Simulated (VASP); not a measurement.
# RbBr (Fm-3m) in VASP: further runs

RbBr is run at these levels: PBE, LDA; tasks: single point.

Everything below comes from runs of VASP 6.6.1. Logs are shortened: lines on timing, memory, paths and dates and some standing lists are left out, and cuts for length are marked.

## 1. The cell of the first run

Symmetry: Fm-3m, No. 225, cubic system. The conventional cell has a = 6.922 Å, b = 6.922 Å, c = 6.922 Å, α = 90.00°, β = 90.00°, γ = 90.00°. Rb (site symmetry m-3m) has 6 Br at 3.46 Å within 4.5 Å. Br (site symmetry m-3m) has 6 Rb at 3.46 Å within 4.5 Å.

## 2. Single point, PBE

The input, INCAR:

```
SYSTEM = RbBr
ALGO = Normal ; EDIFF = 1E-6
ENCUT = 520 ; GGA = PE
ISIF = 2 ; ISMEAR = 0
LASPH = .TRUE. ; LCHARG = .FALSE.
LREAL = .FALSE. ; LWAVE = .FALSE.
NBANDS = 15 ; NELM = 100
PREC = Accurate ; SIGMA = 0.01
```

The input, KPOINTS:

```
k-points
0
G
  4 4 4
  0 0 0
```

The input, POSCAR:

```
RbBr
1.0
    0.0000000000      3.4610545825      3.4610545825
    3.4610545825      0.0000000000      3.4610545825
    3.4610545825      3.4610545825      0.0000000000
Rb Br
1 1
Direct
    0.0000000000      0.0000000000      0.0000000000
    0.5000000000      0.5000000000      0.5000000000
```

Potentials or basis: VASP PAW PBE potentials, release 64 (Rb_sv, Br).

Run with:

```
$ cat potpaw_PBE.64/Rb_sv/POTCAR potpaw_PBE.64/Br/POTCAR > POTCAR
$ mpirun -np 1 vasp_std > vasp.out
```

OUTCAR:

```text
SYSTEM = RbBr
   EDIFF = 1E-6
   ENCUT = 520
   GGA = PE
   ISIF = 2
   ISMEAR = 0
   LASPH = .TRUE.
   LREAL = .FALSE.
   NELM = 100
   PREC = Accurate

 ion  position               nearest neighbor table
   1  0.000  0.000  0.000-   2 3.46   2 3.46   2 3.46   2 3.46   2 3.46   2 3.46
   2  0.500  0.500  0.500-   1 3.46   1 3.46   1 3.46   1 3.46   1 3.46   1 3.46

  LATTYP: Found a face centered cubic cell.
 ALAT       =     6.9221091650

  Lattice vectors:

 A1 = (   0.0000000000,   3.4610545825,   3.4610545825)
 A2 = (   3.4610545825,   0.0000000000,   3.4610545825)
 A3 = (   3.4610545825,   3.4610545825,   0.0000000000)

Analysis of symmetry for initial positions (statically):
=====================================================================
 Subroutine PRICEL returns:
 Original cell was already a primitive cell.

 Routine SETGRP: Setting up the symmetry group for a
 face centered cubic supercell.

 Subroutine GETGRP returns: Found 48 space group operations
 (whereof 48 operations were pure point group operations)
 out of a pool of 48 trial point group operations.

The static configuration has the point symmetry O_h .

Analysis of symmetry for dynamics (positions and initial velocities):
=====================================================================
 Subroutine PRICEL returns:
 Original cell was already a primitive cell.

 Routine SETGRP: Setting up the symmetry group for a
 face centered cubic supercell.

 Subroutine GETGRP returns: Found 48 space group operations
 (whereof 48 operations were pure point group operations)
 out of a pool of 48 trial point group operations.

The dynamic configuration has the point symmetry O_h .

 Subroutine INISYM returns: Found 48 space group operations
 (whereof 48 operations are pure point group operations),
 and found     1 'primitive' translations

----------------------------------------------------------------------------------------

                                     Primitive cell

  volume of cell :      82.9192

  direct lattice vectors                    reciprocal lattice vectors
     0.000000000  3.461054583  3.461054583    -0.144464639  0.144464639  0.144464639
     3.461054583  0.000000000  3.461054583     0.144464639 -0.144464639  0.144464639
     3.461054583  3.461054583  0.000000000     0.144464639  0.144464639 -0.144464639

  length of vectors
     4.894670331  4.894670331  4.894670331     0.250220094  0.250220094  0.250220094

  position of ions in fractional coordinates (direct lattice)
     0.000000000  0.000000000  0.000000000
     0.500000000  0.500000000  0.500000000

  ion indices of the primitive-cell ions
   primitive index   ion index
                 1           1
                 2           2

----------------------------------------------------------------------------------------

 KPOINTS: k-points

Automatic generation of k-mesh.
 Grid dimensions read from file:
 generate k-points for:    4    4    4

 Generating k-lattice:

  Cartesian coordinates                     Fractional coordinates (reciprocal lattice)
    -0.036116160  0.036116160  0.036116160     0.250000000  0.000000000  0.000000000
     0.036116160 -0.036116160  0.036116160     0.000000000  0.250000000  0.000000000
     0.036116160  0.036116160 -0.036116160     0.000000000  0.000000000  0.250000000

  Length of vectors
     0.062555024  0.062555024  0.062555024

  Shift w.r.t. Gamma in fractional coordinates (k-lattice)
     0.000000000  0.000000000  0.000000000

 Subroutine IBZKPT returns following result:
 ===========================================

 Found      8 irreducible k-points:

 Following reciprocal coordinates:
            Coordinates               Weight
  0.000000  0.000000  0.000000      1.000000
  0.250000  0.000000  0.000000      8.000000
  0.500000  0.000000  0.000000      4.000000
  0.250000  0.250000  0.000000      6.000000
  0.500000  0.250000  0.000000     24.000000
 -0.250000  0.250000  0.000000     12.000000
  0.500000  0.500000  0.000000      3.000000
 -0.250000  0.500000  0.250000      6.000000
   k-points           NKPTS =      8   k-points in BZ     NKDIM =      8   number of bands    NBANDS=     15
   number of dos      NEDOS =    301   number of ions     NIONS =      2
   total plane-waves  NPLWV =  46656
   dimension x,y,z NGX =    36 NGY =   36 NGZ =   36
   dimension x,y,z NGXF=    72 NGYF=   72 NGZF=   72
   ions per type =               1   1
   NGX,Y,Z   is equivalent  to a cutoff of  12.23, 12.23, 12.23 a.u.
   NGXF,Y,Z  is equivalent  to a cutoff of  24.45, 24.45, 24.45 a.u.
 SYSTEM =  RbBr
   PREC   = accura    normal or accurate (medium, high low for compatibility)
   ISTART =      0    job   : 0-new  1-cont  2-samecut
   ICHARG =      2    charge: 1-file 2-atom 10-const
   ISPIN  =      1    spin polarized calculation?
   LNONCOLLINEAR =      F non collinear calculations
   LSORBIT =      F    spin-orbit coupling
   LASPH  =      T    aspherical Exc in radial PAW
   ENCUT  =  520.0 eV  38.22 Ry    6.18 a.u.   9.10  9.10  9.10*2*pi/ulx,y,z
   NELM   =    100;   NELMIN=  2; NELMDL= -5     # of ELM steps
   EDIFF  = 0.1E-05   stopping-criterion for ELM
   LREAL  =      F    real-space projection
   EDIFFG = 0.1E-04   stopping-criterion for IOM
   NSW    =      0    number of steps for IOM
   IBRION =     -1    ionic relax: 0-MD 1-quasi-New 2-CG
   NFREE  =      0    steps in history (QN), initial steepest desc. (CG)
   ISIF   =      2    stress and relaxation
   ISYM   =      2    0-nonsym 1-usesym 2-fastsym
   POTIM  = 0.5000    time-step for ionic-motion
   TEBEG  =    0.0;   TEEND  =   0.0 temperature during run
   PSTRESS=    0.0 pullay stress
   NELECT =      16.0000    total number of electrons
   NUPDOWN=      -1.0000    fix difference up-down
   EMIN   =  10.00;   EMAX   =-10.00  energy-range for DOS
   EFERMI =   0.00;   METHOD = LEGACY
   ISMEAR =     0;   SIGMA  =   0.01  broadening in eV -4-tet -1-fermi 0-gaus
   EFERMI_NEDOS =   21; number of points for ismear=-14 and -15
   IALGO  =     38    algorithm
   IMIX   =      4    mixing-type and parameters
     AMIX     =   0.40;   BMIX     =  1.00
     AMIX_MAG =   1.60;   BMIX_MAG =  1.00
  volume/ion in A,a.u.               =      41.46       279.78
  Fermi-wavevector in a.u.,A,eV,Ry     =   0.946011  1.787702 12.176365  0.894938
  Thomas-Fermi vector in A             =   2.073968
   LORBIT       =      0    0 simple, 1 ext, 2 COOP (PROOUT), +10 PAW based schemes
   GGA     = PE    functional components
   LHFCALC =     F    Hartree Fock is set to
   AEXX    =    0.0000 exact exchange contribution
   IVDW    =     0    specifies the selected vdW correction
   LEPSILON=     F    determine dielectric tensor
   LRPA    =     F    only Hartree local field effects (RPA)
 non-spin polarized calculation
 Gauss-broadening in eV      SIGMA  =   0.01
  energy-cutoff  :      520.00
  volume of cell :       82.92
 maximum number of plane-waves:      2252
   NGX = 19   NGY = 19   NGZ = 19

 number of electron      15.9999997 magnetization

 Free energy of the ion-electron system (eV)
  ---------------------------------------------------
  ext. energy  EPLUGINS =         0.00000000
  ---------------------------------------------------
  free energy    TOTEN  =        -6.10914386 eV

  energy without entropy =       -6.10914386  energy(sigma->0) =       -6.10914386

 E-fermi :  -1.7639     XC(G=0):  -7.1168

 val. band max:       -1.8616455859   @ k =   0.0000   0.0000   0.0000
 cond. band min:       2.4259980314   @ k =   0.0000   0.0000   0.0000
 fundamental gap:      4.2876436172
 Fermi energy:        -1.7639428555

 k-point     1 :       0.0000    0.0000    0.0000
  band No.  band energies     occupation
      1     -26.3396      2.00000
      2     -14.0136      2.00000
      3     -10.4139      2.00000
      4     -10.4139      2.00000
      5     -10.4139      2.00000
      6      -1.8616      2.00000
      7      -1.8616      2.00000
      8      -1.8616      2.00000
      9       2.4260      0.00000
     10       5.4080      0.00000
     11       5.4080      0.00000
     12       5.4080      0.00000
     13       6.2758      0.00000
     14       6.2758      0.00000
     15       9.0600      0.00000

 k-point     2 :       0.2500    0.0000    0.0000
  band No.  band energies     occupation
      1     -26.3356      2.00000
      2     -14.0317      2.00000
      3     -10.4176      2.00000
      4     -10.4176      2.00000
      5     -10.3939      2.00000
      6      -2.3938      2.00000
      7      -2.0334      2.00000
      8      -2.0334      2.00000
      9       3.6618      0.00000
     10       5.2606      0.00000
     11       6.1094      0.00000
     12       6.1094      0.00000
     13       7.1057      0.00000
     14       7.1057      0.00000
     15      10.3633      0.00000

 k-point     3 :       0.5000    0.0000    0.0000
  band No.  band energies     occupation
      1     -26.3316      2.00000
      2     -14.0495      2.00000
      3     -10.4213      2.00000
      4     -10.4213      2.00000
      5     -10.3742      2.00000
      6      -2.8013      2.00000
      7      -2.1916      2.00000
      8      -2.1916      2.00000
      9       4.8750      0.00000
     10       5.7502      0.00000
     11       7.5357      0.00000
     12       7.5357      0.00000
     13       8.2064      0.00000
     14       8.2064      0.00000
     15       8.8267      0.00000
[... 55 lines left out ...]
 k-point     7 :       0.5000    0.5000    0.0000
  band No.  band energies     occupation
      1     -26.3293      2.00000
      2     -13.9637      2.00000
      3     -10.5758      2.00000
      4     -10.4780      2.00000
      5     -10.4780      2.00000
      6      -2.3276      2.00000
      7      -2.0190      2.00000
      8      -2.0190      2.00000
      9       3.7762      0.00000
     10       5.1553      0.00000
     11       7.1899      0.00000
     12       7.2834      0.00000
     13       7.4556      0.00000
     14       8.8520      0.00000
     15       8.8520      0.00000

 k-point     8 :      -0.2500    0.5000    0.2500
  band No.  band energies     occupation
      1     -26.3292      2.00000
      2     -13.9882      2.00000
      3     -10.5268      2.00000
      4     -10.5268      2.00000
      5     -10.3988      2.00000
      6      -2.3259      2.00000
      7      -2.2026      2.00000
      8      -2.2026      2.00000
      9       5.1890      0.00000
     10       5.1890      0.00000
     11       6.2781      0.00000
     12       6.6322      0.00000
     13       8.8915      0.00000
     14       8.9127      0.00000
     15       8.9907      0.00000

------------------------ aborting loop because EDIFF is reached ----------------------------------------

  FORCE on cell =-STRESS in cart. coord.  units (eV):
  Direction    XX          YY          ZZ          XY          YZ          ZX
  --------------------------------------------------------------------------------------
  -------------------------------------------------------------------------------------
  Total        0.2914720      0.2914720      0.2914720     -0.0000000     -0.0000000      0.0000000
  in kB        5.6318635      5.6318635      5.6318635     -0.0000000     -0.0000000      0.0000000
  external PRESSURE =       5.6318635 kB  Pullay stress =       0.0000000 kB

 VOLUME and BASIS-vectors are now :
 -----------------------------------------------------------------------------
  energy-cutoff  :      520.00
  volume of cell :       82.92
      direct lattice vectors                 reciprocal lattice vectors
     0.000000000  3.461054583  3.461054583    -0.144464639  0.144464639  0.144464639
     3.461054583  0.000000000  3.461054583     0.144464639 -0.144464639  0.144464639
     3.461054583  3.461054583  0.000000000     0.144464639  0.144464639 -0.144464639

 POSITION                                       TOTAL-FORCE (eV/Angst)
 -----------------------------------------------------------------------------------
      0.00000      0.00000      0.00000         0.000000     -0.000000      0.000000
      3.46105      3.46105      3.46105        -0.000000      0.000000     -0.000000
 -----------------------------------------------------------------------------------
    total drift:                                0.000000      0.000000      0.000000

  FREE ENERGIE OF THE ION-ELECTRON SYSTEM (eV)
  ---------------------------------------------------
  free  energy   TOTEN  =        -6.1091438629 eV

  energy  without entropy=       -6.1091438629  energy(sigma->0) =       -6.10914386
```

Run time: 5.5 s. Hardware: 1 thread of Intel Xeon 6975P-C (Granite Rapids), shared host; peak memory 0.2 GiB.

What came out:

```yaml
Free_energy: -6.1091 eV
Pressure: 0.6 GPa
Band_gap_on_the_k_mesh: 4.29 eV
```

Levels at points of the mesh, in eV from the valence-band top:
```
           k point  band 4  band 5  band 6  band 7  band 8  band 9  band 10  band 11  band 12  band 13
(0.00, 0.00, 0.00)   -8.55   -8.55    0.00    0.00    0.00    4.29     7.27     7.27     7.27     8.14
(0.50, 0.00, 0.00)   -8.56   -8.51   -0.94   -0.33   -0.33    6.74     7.61     9.40     9.40    10.07
(0.50, 0.50, 0.00)   -8.62   -8.62   -0.47   -0.16   -0.16    5.64     7.02     9.05     9.14     9.32
```

## 3. Single point, PBE

The input, INCAR:

```
  PREC = Accurate
  ENCUT = 520
  EDIFF = 1E-6
  ISMEAR = 0
  SIGMA = 0.01
  LREAL = False
  LASPH = True
  NELM = 80
  ALGO = Normal
  ISIF = 2
  LWAVE = False
  LCHARG = True
  GGA = PE
  LELF = True
  LVHAR = True
  NBANDS = 15
```

The input, KPOINTS:

```
Automatic mesh
0
Gamma
  4 4 4
```

POSCAR is that of step 2.

Potentials or basis: VASP PAW PBE potentials, release 64 (Rb_sv, Br).

Run with:

```
$ cat potpaw_PBE.64/Rb_sv/POTCAR potpaw_PBE.64/Br/POTCAR > POTCAR
$ mpirun -np 1 vasp_std > vasp.out
```

Wall time 6 s (1 thread of Intel Xeon 6975P-C (Granite Rapids), shared host); peak memory 0.2 GiB.

The run converged. Its results:

```yaml
Free_energy: -6.1091 eV
Pressure: 0.6 GPa
Band_gap_on_the_k_mesh: 4.29 eV
```

Levels at points of the mesh, in eV from the valence-band top:
```
           k point  band 4  band 5  band 6  band 7  band 8  band 9  band 10  band 11  band 12  band 13
(0.00, 0.00, 0.00)   -8.55   -8.55    0.00    0.00    0.00    4.29     7.27     7.27     7.27     8.14
(0.50, 0.00, 0.00)   -8.56   -8.51   -0.94   -0.33   -0.33    6.74     7.61     9.40     9.40    10.07
(0.50, 0.50, 0.00)   -8.62   -8.62   -0.47   -0.16   -0.16    5.64     7.02     9.05     9.14     9.32
```

## 4. Single point, LDA

This run uses another cell than the first one, of 37.08 Å³/atom.

The input, INCAR:

```
PREC = Accurate
ENCUT = 520
EDIFF = 1E-6
ISMEAR = -1
SIGMA = 0.02
LREAL = False
LASPH = True
NELM = 100
ALGO = Normal
ISIF = 2
LWAVE = False
LCHARG = False
GGA = CA
NBANDS = 15
```

The input, KPOINTS:

```
regular mesh
0
Gamma
  6 6 6
```

The input, POSCAR:

```
RbBr
1.0
    0.0000000000      3.3345345509      3.3345345509
    3.3345345509      0.0000000000      3.3345345509
    3.3345345509      3.3345345509      0.0000000000
Rb Br
1 1
Direct
    0.0000000000      0.0000000000      0.0000000000
    0.5000000000      0.5000000000      0.5000000000
```

Potentials or basis: VASP PAW LDA potentials, release 64 (Rb_sv, Br).

Run with:

```
$ cat potpaw_LDA.64/Rb_sv/POTCAR potpaw_LDA.64/Br/POTCAR > POTCAR
$ mpirun -np 1 vasp_std > vasp.out
```

It took 6.1 s on 1 thread of Intel Xeon 6975P-C (Granite Rapids), shared host; peak memory 0.17 GiB.

The run converged. Its results:

```
Free energy            : -6.7189 eV
Pressure               : 0.1 GPa
Band gap on the k mesh : 4.17 eV
```

Levels at points of the mesh, in eV from the valence-band top:
```
           k point  band 6  band 7  band 8  band 9  band 10  band 11
(0.00, 0.00, 0.00)    0.00    0.00    0.00    4.17     7.03     7.03
(0.50, 0.00, 0.00)   -1.21   -0.46   -0.46    6.67     7.68     9.50
(0.50, 0.50, 0.00)   -0.51   -0.17   -0.17    5.19     7.12     9.21
```
